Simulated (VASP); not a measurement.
# Ge (I4/mmm) in VASP: a series of runs

Runs on Ge. Level: PBEsol. Tasks: single point, relaxation of cell and atoms.

Everything below comes from runs of VASP 6.6.1. Logs are shortened: lines on timing, memory, paths and dates and some standing lists are left out, and cuts for length are marked.

## Step 1: The cell of the first run

It takes space group I4/mmm (No. 139, tetragonal). Conventional cell: a = 3.150 Å, b = 3.150 Å, c = 4.792 Å, α = 90.00°, β = 90.00°, γ = 90.00°. Within 4.1 Å of Ge (site symmetry 4/mmm) lie 12 Ge at 3.15 to 3.27 Å.

## Step 2: Single point, PBEsol

File INCAR:

```
SYSTEM = Ge
PREC = Accurate
ENCUT = 520
EDIFF = 1E-7
ISMEAR = 0
SIGMA = 0.1
LREAL = .False.
LASPH = .True.
NELM = 60
ALGO = Normal
ISIF = 2
LWAVE = .False.
LCHARG = .False.
GGA = PS
NBANDS = 13
```

File KPOINTS:

```
regular mesh
0
Gamma
  8 8 8
  0 0 0
```

File POSCAR:

```
Ge
1.0
   -1.5748580405      1.5748580405      2.3959167662
    1.5748580405     -1.5748580405      2.3959167662
    1.5748580405      1.5748580405     -2.3959167662
Ge
1
Direct
    0.0000000000      0.0000000000      0.0000000000
```

Potentials or basis: VASP PAW PBE potentials, release 64 (Ge_d).

Run with:

```console
cat potpaw_PBE.64/Ge_d/POTCAR > POTCAR
mpirun -np 1 vasp_std > vasp.out
```

OUTCAR:

```text
SYSTEM = Ge
   PREC = Accurate
   ENCUT = 520
   EDIFF = 1E-7
   ISMEAR = 0
   LREAL = .False.
   LASPH = .True.
   NELM = 60
   ISIF = 2
   GGA = PS

 ion  position               nearest neighbor table
   1  0.000  0.000  0.000-

  LATTYP: Found a body centered tetragonal cell.
 ALAT       =     3.1497160810
 C/A-ratio  =     1.5213541186

  Lattice vectors:

 A1 = (  -1.5748580405,   1.5748580405,   2.3959167662)
 A2 = (   1.5748580405,  -1.5748580405,   2.3959167662)
 A3 = (   1.5748580405,   1.5748580405,  -2.3959167662)

Analysis of symmetry for initial positions (statically):
=====================================================================
 Subroutine PRICEL returns:
 Original cell was already a primitive cell.

 Routine SETGRP: Setting up the symmetry group for a
 body centered tetragonal supercell.

 Subroutine GETGRP returns: Found 16 space group operations
 (whereof 16 operations were pure point group operations)
 out of a pool of 16 trial point group operations.

The static configuration has the point symmetry D_4h.

Analysis of symmetry for dynamics (positions and initial velocities):
=====================================================================
 Subroutine PRICEL returns:
 Original cell was already a primitive cell.

 Routine SETGRP: Setting up the symmetry group for a
 body centered tetragonal supercell.

 Subroutine GETGRP returns: Found 16 space group operations
 (whereof 16 operations were pure point group operations)
 out of a pool of 16 trial point group operations.

The dynamic configuration has the point symmetry D_4h.

 Subroutine INISYM returns: Found 16 space group operations
 (whereof 16 operations are pure point group operations),
 and found     1 'primitive' translations

----------------------------------------------------------------------------------------

                                     Primitive cell

  volume of cell :      23.7692

  direct lattice vectors                    reciprocal lattice vectors
    -1.574858040  1.574858040  2.395916766     0.000000000  0.317488934  0.208688385
     1.574858040 -1.574858040  2.395916766     0.317488934  0.000000000  0.208688385
     1.574858040  1.574858040 -2.395916766     0.317488934  0.317488934  0.000000000

  length of vectors
     3.271203578  3.271203578  3.271203578     0.379934290  0.379934290  0.448997156

  position of ions in fractional coordinates (direct lattice)
     0.000000000  0.000000000  0.000000000

  ion indices of the primitive-cell ions
   primitive index   ion index
                 1           1

----------------------------------------------------------------------------------------

 KPOINTS: regular mesh

Automatic generation of k-mesh.
 Grid dimensions read from file:
 generate k-points for:    8    8    8

 Generating k-lattice:

  Cartesian coordinates                     Fractional coordinates (reciprocal lattice)
     0.000000000  0.039686117  0.026086048     0.125000000 -0.000000000  0.000000000
     0.039686117  0.000000000  0.026086048    -0.000000000  0.125000000  0.000000000
     0.039686117  0.039686117  0.000000000     0.000000000  0.000000000  0.125000000

  Length of vectors
     0.047491786  0.047491786  0.056124644

  Shift w.r.t. Gamma in fractional coordinates (k-lattice)
     0.000000000  0.000000000  0.000000000

 Subroutine IBZKPT returns following result:
 ===========================================

 Found     59 irreducible k-points:

 Following reciprocal coordinates:
            Coordinates               Weight
  0.000000  0.000000  0.000000      1.000000
  0.125000  0.000000  0.000000      8.000000
  0.250000  0.000000  0.000000      8.000000
  0.375000  0.000000 -0.000000      8.000000
  0.500000  0.000000  0.000000      4.000000
  0.125000  0.125000  0.000000      8.000000
[... 16 lines left out ...]
  0.250000  0.125000  0.125000     16.000000
  0.375000  0.125000  0.125000      8.000000
 [... further k-points ...]
   k-points           NKPTS =     59   k-points in BZ     NKDIM =     59   number of bands    NBANDS=     13
   number of dos      NEDOS =    301   number of ions     NIONS =      1
   total plane-waves  NPLWV =  13824
   dimension x,y,z NGX =    24 NGY =   24 NGZ =   24
   dimension x,y,z NGXF=    48 NGYF=   48 NGZF=   48
   ions per type =               1
   NGX,Y,Z   is equivalent  to a cutoff of  12.20, 12.20, 12.20 a.u.
   NGXF,Y,Z  is equivalent  to a cutoff of  24.39, 24.39, 24.39 a.u.
 SYSTEM =  Ge
   PREC   = accura    normal or accurate (medium, high low for compatibility)
   ISTART =      0    job   : 0-new  1-cont  2-samecut
   ICHARG =      2    charge: 1-file 2-atom 10-const
   ISPIN  =      1    spin polarized calculation?
   LNONCOLLINEAR =      F non collinear calculations
   LSORBIT =      F    spin-orbit coupling
   LASPH  =      T    aspherical Exc in radial PAW
   ENCUT  =  520.0 eV  38.22 Ry    6.18 a.u.   6.08  6.08  6.08*2*pi/ulx,y,z
   NELM   =     60;   NELMIN=  2; NELMDL= -5     # of ELM steps
   EDIFF  = 0.1E-06   stopping-criterion for ELM
   LREAL  =      F    real-space projection
   EDIFFG = 0.1E-05   stopping-criterion for IOM
   NSW    =      0    number of steps for IOM
   IBRION =     -1    ionic relax: 0-MD 1-quasi-New 2-CG
   NFREE  =      0    steps in history (QN), initial steepest desc. (CG)
   ISIF   =      2    stress and relaxation
   ISYM   =      2    0-nonsym 1-usesym 2-fastsym
   POTIM  = 0.5000    time-step for ionic-motion
   TEBEG  =    0.0;   TEEND  =   0.0 temperature during run
   PSTRESS=    0.0 pullay stress
   NELECT =      14.0000    total number of electrons
   NUPDOWN=      -1.0000    fix difference up-down
   EMIN   =  10.00;   EMAX   =-10.00  energy-range for DOS
   EFERMI =   0.00;   METHOD = LEGACY
   ISMEAR =     0;   SIGMA  =   0.10  broadening in eV -4-tet -1-fermi 0-gaus
   EFERMI_NEDOS =   21; number of points for ismear=-14 and -15
   IALGO  =     38    algorithm
   IMIX   =      4    mixing-type and parameters
     AMIX     =   0.40;   BMIX     =  1.00
     AMIX_MAG =   1.60;   BMIX_MAG =  1.00
  volume/ion in A,a.u.               =      23.77       160.40
  Fermi-wavevector in a.u.,A,eV,Ry     =   1.372290  2.593253 25.622229  1.883181
  Thomas-Fermi vector in A             =   2.497911
   LORBIT       =      0    0 simple, 1 ext, 2 COOP (PROOUT), +10 PAW based schemes
   GGA     = PS    functional components
   LHFCALC =     F    Hartree Fock is set to
   AEXX    =    0.0000 exact exchange contribution
   IVDW    =     0    specifies the selected vdW correction
   LEPSILON=     F    determine dielectric tensor
   LRPA    =     F    only Hartree local field effects (RPA)
 non-spin polarized calculation
 Gauss-broadening in eV      SIGMA  =   0.10
  energy-cutoff  :      520.00
  volume of cell :       23.77
 maximum number of plane-waves:       660
   NGX = 13   NGY = 13   NGZ = 13

 number of electron      14.0000011 magnetization

 Free energy of the ion-electron system (eV)
  ---------------------------------------------------
  ext. energy  EPLUGINS =         0.00000000
  ---------------------------------------------------
  free energy    TOTEN  =        -4.45438751 eV

  energy without entropy =       -4.44983342  energy(sigma->0) =       -4.45211047

 E-fermi :   4.4815     XC(G=0): -10.3255

 val. band max:        4.4791800595   @ k =  -0.2500   0.2500   0.2500
 cond. band min:       4.4850364301   @ k =  -0.3750   0.2500   0.0000
 fundamental gap:      0.0058563706
 Fermi energy:         4.4815371379

 k-point     1 :       0.0000    0.0000    0.0000
  band No.  band energies     occupation
      1     -20.2271      2.00000
      2     -20.2129      2.00000
      3     -20.2129      2.00000
      4     -20.2047      2.00000
      5     -20.1846      2.00000
      6      -7.0364      2.00000
      7      11.3072      0.00000
      8      11.3868      0.00000
      9      11.3868      0.00000
     10      16.7624      0.00000
     11      17.3216      0.00000
     12      17.3216      0.00000
     13      17.7446      0.00000

 k-point     2 :       0.1250    0.0000    0.0000
  band No.  band energies     occupation
      1     -20.2234      2.00000
      2     -20.2128      2.00000
      3     -20.2096      2.00000
      4     -20.2027      2.00000
      5     -20.1855      2.00000
      6      -6.7159      2.00000
      7       9.0224      0.00000
      8      10.8656      0.00000
      9      11.1588      0.00000
     10      15.8141      0.00000
     11      17.4146      0.00000
     12      17.9546      0.00000
     13      19.0982      0.00000

 k-point     3 :       0.2500    0.0000    0.0000
  band No.  band energies     occupation
      1     -20.2195      2.00000
      2     -20.2150      2.00000
      3     -20.2053      2.00000
      4     -20.1905      2.00000
      5     -20.1841      2.00000
      6      -5.7681      2.00000
      7       5.2882      0.00000
      8      10.0417      0.00000
      9      10.7573      0.00000
     10      14.7893      0.00000
     11      16.7190      0.00000
     12      18.2727      0.00000
     13      19.6574      0.00000
[... 305 lines left out ...]
 k-point    23 :       0.2500    0.1250    0.1250
  band No.  band energies     occupation
      1     -20.2160      2.00000
      2     -20.2092      2.00000
      3     -20.2008      2.00000
      4     -20.1842      2.00000
      5     -20.1727      2.00000
      6      -3.4436      2.00000
      7       2.7484      2.00000
      8       6.0364      0.00000
      9       8.3496      0.00000
     10      13.7409      0.00000
     11      15.2794      0.00000
     12      17.6245      0.00000
     13      22.0853      0.00000

 k-point    24 :       0.3750    0.1250    0.1250
  band No.  band energies     occupation
      1     -20.2135      2.00000
      2     -20.2127      2.00000
      3     -20.1958      2.00000
      4     -20.1878      2.00000
      5     -20.1666      2.00000
      6      -2.3137      2.00000
      7       1.0401      2.00000
      8       6.1027      0.00000
      9       7.7615      0.00000
     10      13.4670      0.00000
     11      14.9876      0.00000
     12      20.6065      0.00000
     13      20.8059      0.00000

 [... further k-points ...]
[... 5 lines left out ...]
  --------------------------------------------------------------------------------------
  -------------------------------------------------------------------------------------
  Total       -1.5018865     -1.5018865     -1.6466596      0.0000000      0.0000000      0.0000000
  in kB     -101.2355774   -101.2355774   -110.9940936      0.0000000      0.0000000      0.0000000
  external PRESSURE =    -104.4884161 kB  Pullay stress =       0.0000000 kB

 VOLUME and BASIS-vectors are now :
 -----------------------------------------------------------------------------
  energy-cutoff  :      520.00
  volume of cell :       23.77
      direct lattice vectors                 reciprocal lattice vectors
    -1.574858040  1.574858040  2.395916766     0.000000000  0.317488934  0.208688385
     1.574858040 -1.574858040  2.395916766     0.317488934  0.000000000  0.208688385
     1.574858040  1.574858040 -2.395916766     0.317488934  0.317488934  0.000000000

 POSITION                                       TOTAL-FORCE (eV/Angst)
 -----------------------------------------------------------------------------------
      0.00000      0.00000      0.00000        -0.000000     -0.000000     -0.000000
 -----------------------------------------------------------------------------------
    total drift:                               -0.000000      0.000000     -0.000000

  FREE ENERGIE OF THE ION-ELECTRON SYSTEM (eV)
  ---------------------------------------------------
  free  energy   TOTEN  =        -4.4543875128 eV

  energy  without entropy=       -4.4498334242  energy(sigma->0) =       -4.45211047
```

It took 5.3 s on 1 thread of Intel Xeon 6975P-C (Granite Rapids), shared host; peak memory 0.14 GiB.

Results:

```yaml
Free_energy: -4.4544 eV
Pressure: -10.4 GPa
Band_gap_on_the_k_mesh: zero (band 7 reaches 11.31 eV, above the bottom of band 8 at 2.94 eV)
```

Stress tensor (GPa, compression positive):
```
-10.12   0.00   0.00
  0.00 -10.12   0.00
  0.00   0.00 -11.10
```

Levels at points of the mesh, in eV from the Fermi level:
| k point | band 5 | band 6 | band 7 | band 8 | band 9 | band 10 |
| --- | --- | --- | --- | --- | --- | --- |
| (0.00, 0.00, 0.00) | -24.67 | -11.52 | 6.83 | 6.91 | 6.91 | 12.28 |
| (0.50, 0.00, 0.00) | -24.65 | -7.58 | -4.34 | 4.73 | 5.92 | 9.47 |
| (0.50, 0.50, 0.00) | -24.64 | -5.62 | -3.13 | 1.61 | 2.18 | 5.38 |
| (0.50, 0.50, 0.50) | -24.65 | -6.58 | -3.72 | 2.80 | 2.80 | 6.40 |

Caveat: the PAW data sets were made with another functional, which shifts forces and pressure a little.

## Step 3: Relaxation of cell and atoms, PBEsol

File INCAR:

```
SYSTEM = Ge
ALGO = Normal
EDIFF = 1E-7
EDIFFG = -0.04
ENCUT = 600
GGA = PS
IBRION = 2
ISIF = 3
ISMEAR = 0
LASPH = .True.
LCHARG = .False.
LREAL = .False.
LWAVE = .False.
NELM = 60
NSW = 90
PREC = Accurate
SIGMA = 0.1
```

File KPOINTS:

```
k-points
0
Gamma
  8 8 8
  0 0 0
```

POSCAR is that of step 2.

Potentials or basis: VASP PAW PBE potentials, release 64 (Ge_d).

Run with:

```console
cat potpaw_PBE.64/Ge_d/POTCAR > POTCAR
mpirun -np 1 vasp_std > vasp.out
```

Wall time 64 s (1 thread of Intel Xeon 6975P-C (Granite Rapids), shared host); peak memory 0.18 GiB.

It converged, with:

```
Free energy                            : -4.6714 eV
Relaxed volume                         : 18.64 Å³/atom
Relaxed cell                           : a = 2.990 Å, b = 2.990 Å, c = 2.990 Å, α = 120.91°, β = 120.91°, γ = 88.43°
Space group after relaxing (to 0.05 Å) : I4/mmm (No. 139)
Energy gained by relaxing              : 216.9 meV/atom
Ionic steps                            : 9
Pressure after relaxing                : 0.0 GPa
Band gap on the k mesh                 : zero (band 7 reaches 15.89 eV, above the bottom of band 8 at 4.67 eV)
```

Stress tensor (GPa, compression positive):
```
-0.05  0.00  0.00
 0.00 -0.05  0.00
 0.00  0.00  0.07
```

The path:
```
step  energy change (eV)  largest force (eV/Å)  pressure (GPa)  volume (Å³)
   1              0.0000                0.0000          -10.39        23.77
   2             -0.2106                0.0000           -0.89        18.85
   3             -0.2114                0.0000           -0.05        18.61
   4             -0.2113                0.0000            0.38        18.52
   5             -0.2154                0.0000            0.78        18.47
   6             -0.2164                0.0000            0.83        18.43
   7             -0.2164                0.0000            0.85        18.43
   8             -0.2168                0.0000           -0.29        18.73
   9             -0.2169                0.0000           -0.01        18.64
```

Final structure:
```cif
data_structure
_symmetry_space_group_name_H-M 'P 1'
_symmetry_Int_Tables_number 1
_cell_length_a 2.9904
_cell_length_b 2.9904
_cell_length_c 2.9904
_cell_angle_alpha 120.912
_cell_angle_beta 120.912
_cell_angle_gamma 88.427
_cell_volume 18.64
loop_
_atom_site_label
_atom_site_type_symbol
_atom_site_fract_x
_atom_site_fract_y
_atom_site_fract_z
_atom_site_occupancy
Ge1 Ge 0.00000 0.00000 0.00000 1
```

Levels at points of the mesh, in eV from the Fermi level:
```
           k point  band 3  band 4  band 5  band 6  band 7  band 8  band 9  band 10  band 11
(0.00, 0.00, 0.00)  -24.78  -24.74  -24.73  -13.44    8.95    8.95    8.96    13.88    14.09
(0.50, 0.00, 0.00)  -24.78  -24.69  -24.68   -8.06   -5.77    6.55    7.12    11.84    12.70
(0.50, 0.50, 0.00)  -24.69  -24.68  -24.67   -5.53   -4.39    2.26    2.50     6.14     6.48
(0.50, 0.50, 0.50)  -24.69  -24.67  -24.67   -6.04   -4.69    2.81    2.81     6.66     6.81
```

Caveat: the volume moved by over 15 % at a fixed basis, so the end points are rough; the PAW data sets were made with another functional, which shifts forces and pressure a little.
